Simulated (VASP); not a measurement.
A run of VASP 6.6.1 is set up as follows.

The input INCAR:

```
ALGO = Normal
EDIFF = 1E-6
ENCUT = 520
GGA = PE
ISIF = 2
ISMEAR = 0
LASPH = True
LCHARG = False
LREAL = False
LWAVE = False
NBANDS = 31
NELM = 60
PREC = Accurate
SIGMA = 0.1
```

File KPOINTS:

```
k-points
0
Gamma
  6 6 2
```

Contents of POSCAR:

```
Sc3B2P
1.0
    2.2222163386     -2.2222444276      0.0000000000
    2.2222163386      2.2222444276      0.0000000000
    0.0000000000      0.0000000000     11.4687268610
Sc B P
3 2 1
Direct
    0.0000000000      0.0000000000      0.7708229207
    0.0000000000      0.0000000000      0.2291770793
    0.5000000000      0.5000000000      0.5000000000
    0.5000000000      0.5000000000      0.6940039154
    0.5000000000      0.5000000000      0.3059960846
    0.0000000000      0.0000000000      0.0000000000
```

Potentials or basis: VASP PAW PBE potentials, release 64 (Sc_sv, B, P).

Command:

```console
$ cat potpaw_PBE.64/Sc_sv/POTCAR potpaw_PBE.64/B/POTCAR potpaw_PBE.64/P/POTCAR > POTCAR
$ mpirun -np 1 vasp_std > vasp.out
```

**Question.** Estimate the pressure.

**Answer.** 0.2 GPa.

**Question.** What does it give for the largest force?

**Answer.** 0.012 eV/Å.

**Question.** Estimate the band gap on the k mesh.

**Answer.** Zero (band 22 reaches 4.25 eV, above the bottom of band 23 at 2.52 eV).

Stress tensor (GPa, compression positive):
```
0.11 0.00 0.00
0.00 0.11 0.00
0.00 0.00 0.39
```
